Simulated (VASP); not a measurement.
MnSe, 2 atoms in the cell. It takes space group I-4m2 (No. 119, tetragonal). Conventional cell: a = 3.873 Å, b = 3.873 Å, c = 6.572 Å, α = 90.00°, β = 90.00°, γ = 90.00°. Within 3.4 Å of Mn (site symmetry -4m2) lie 4 Se at 2.54 Å. Se (site symmetry -4m2) has 4 Mn at 2.54 Å within 3.4 Å.  This cell differs from its parent crystal: ratio of the length along z to the lengths across it x 1.2, volume and fractional coordinates fixed.

* Program: VASP 6.6.1
* Task: single point
* Functional: PBEsol
* Potentials or basis: VASP PAW PBE potentials, release 64 (Mn_pv, Se)
* Cutoff: 520 eV
* k mesh: 16 × 16 × 16
* Occupations: gaussian, width 0.15 eV
* Spin: collinear spin, ferromagnetic start
* Starting moments: [4.58, 0.0] μB
* Dipole correction: no
* Further INCAR settings: ALGO = Normal; EDIFF = 1e-06; NBANDS = 20

Potentials or basis: VASP PAW PBE potentials, release 64 (Mn_pv, Se).

Launch:

```sh
$ cat potpaw_PBE.64/Mn_pv/POTCAR potpaw_PBE.64/Se/POTCAR > POTCAR
$ mpirun -np 1 vasp_std > vasp.out
```

Hardware: 1 thread of AMD EPYC 9755 128-Core Processor, on a shared host.

Q: Estimate the wall time of this run.

A: Wall time 11 min on 1 thread of AMD EPYC 9755 128-Core Processor (shared host), peak memory 0.56 GiB. Counts: scf iterations 15, k points 349.
